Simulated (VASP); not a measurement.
Write the native input for VASP 6.6.1 that does the following.

| Quantity | Value |
| --- | --- |
| Task | relaxation of cell and atoms |
| Functional | LDA |
| Potentials or basis | VASP PAW LDA potentials, release 64 (Ni) |
| Cutoff | 600 eV |
| k mesh | 14 × 14 × 14 |
| Occupations | fermi-dirac, width 0.1 eV |
| Spin | no spin polarisation |
| Dipole correction | no |
| Further INCAR settings | ALGO = Normal; EDIFF = 1e-06; IBRION = 2; EDIFFG = -0.01; NSW = 80; ISIF = 3 |

The structure of Ni lies in POSCAR:

```
Ni
1.0
    2.2775907947      0.0000000000      0.0000000000
    0.0000000000      2.2775907947      0.0000000000
    0.0000000000      0.0000000000      2.2775907947
Ni
1
Direct
    0.0000000000      0.0000000000      0.0000000000
```

One way to write it, as run:

INCAR

```
SYSTEM = Ni
ALGO     = Normal         ! electronic algorithm
EDIFF    = 1E-6           ! SCF threshold, eV
EDIFFG   = -0.01          ! ionic threshold
ENCUT    = 600            ! plane-wave cutoff, eV
IBRION   = 2              ! ionic algorithm
ISIF     = 3              ! what is computed and relaxed
ISMEAR   = -1             ! smearing method
LASPH    = .TRUE.         ! aspherical terms in the spheres
LCHARG   = .FALSE.        ! write CHGCAR
LREAL    = .FALSE.        ! projectors in reciprocal space
LWAVE    = .FALSE.        ! write WAVECAR
NELM     = 60             ! most SCF steps
NSW      = 80             ! ionic steps
PREC     = Accurate       ! precision mode
SIGMA    = 0.1            ! smearing width, eV
```

KPOINTS

```
k-points
0
G
  14 14 14
  0 0 0
```

Potentials or basis: VASP PAW LDA potentials, release 64 (Ni).

The run is started by

```sh
$ cat potpaw_LDA.64/Ni/POTCAR > POTCAR
$ mpirun -np 1 vasp_std > vasp.out
```

Results of the run:

The relaxed volume is 11.51 Å³/atom. The relaxed cell is a = 2.258 Å, b = 2.258 Å, c = 2.258 Å, α = 90.00°, β = 90.00°, γ = 90.00°, the space group after relaxing (to 0.05 Å) is Pm-3m (No. 221) and the energy gained by relaxing is 4.4 meV/atom. The ionic steps are 3 and the pressure after relaxing is 0.0 GPa. The band gap on the k mesh is zero (band 5 reaches 9.18 eV, above the bottom of band 6 at 7.74 eV).

Caveat: the run has no spin polarisation, though such a crystal can be magnetic.

It took 9.2 s on 1 thread of Intel(R) Xeon(R) 6975P-C (Granite Rapids), on a shared host, peak memory 0.13 GiB.
